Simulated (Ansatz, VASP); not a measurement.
BaTe in VASP and in Ansatz

INCAR

```
SYSTEM = BaTe
ALGO     = Normal         ! electronic algorithm
EDIFF    = 1E-7           ! SCF threshold, eV
ENCUT    = 520            ! plane-wave cutoff, eV
ISIF     = 2              ! what is computed and relaxed
ISMEAR   = 0              ! smearing method
LASPH    = .True.         ! aspherical terms in the spheres
LCHARG   = .True.         ! write CHGCAR
LELF     = .True.         ! ELF
LREAL    = .False.        ! projectors in reciprocal space
LVHAR    = .True.       
LWAVE    = .False.        ! write WAVECAR
NBANDS   = 15             ! bands
NELM     = 80             ! most SCF steps
PREC     = Accurate       ! precision mode
SIGMA    = 0.05           ! smearing width, eV
```

Contents of KPOINTS:

```
k-points
0
Gamma
  6 6 6
  0 0 0
```

The input POSCAR:

```
BaTe
1.0
    4.0493427000      0.0000000000      0.0000000000
    0.0000000000      4.0493427000      0.0000000000
    0.0000000000      0.0000000000      4.3690276500
Ba Te
1 1
Direct
    0.0000000000      0.0000000000      0.0000000000
    0.5000000000      0.5000000000      0.5000000000
```

Input for Ansatz:

```yaml
crystal:
  lattice:
    - [4.0493427, 0.0, 0.0]
    - [0.0, 4.0493427, 0.0]
    - [0.0, 0.0, 4.36902765]
  atoms:
    - { symbol: Ba, position: [0.0, 0.0, 0.0] }
    - { symbol: Te, position: [0.5, 0.5, 0.5] }
basis:
  ecutwfc: 420
kpoints:
  mp_grid: { grid: [6, 6, 6] }
hamiltonian:
  xc: lda
scf:
  occupations: { method: gaussian, width: 0.05 }
output:
  forces: true
  stress: true
  eigenvalues: true
```

Change from the starting cell: strain -0.050 along x and y, +0.025 along z, atoms carried along.

Alike in both runs: task single point; functional LDA; k mesh 6 × 6 × 6; occupations gaussian, width 0.05 eV; no spin polarisation.

|  | VASP | Ansatz |
| --- | --- | --- |
| version | VASP 6.6.1 | Ansatz 0.2.0 |
| potentials or method | VASP PAW LDA potentials, release 64 (Ba_sv, Te), cutoff 520 eV | scalar-relativistic, plane waves, PAW |
| valence electrons in the cell | 16 | 26 |

```tsv
	VASP	Ansatz	Ansatz less VASP
gap on the k mesh at the Fermi level (eV)	0.11	0.24	+0.127
least direct gap on the mesh (eV)	0.41	0.54	+0.123
pressure (GPa)	-0.4	-1.0	-0.66
traceless stress, the component that is largest in VASP (GPa)	-3.83	-3.83	-0.004
```

LDA's correlation is that of Perdew and Zunger in VASP and of Perdew and Wang (1992) in Ansatz. VASP's potentials hold 16 valence electrons a cell and Ansatz's 26, so a difference there can come from the potentials and not from the codes.

Neither program's run includes spin-orbit coupling.
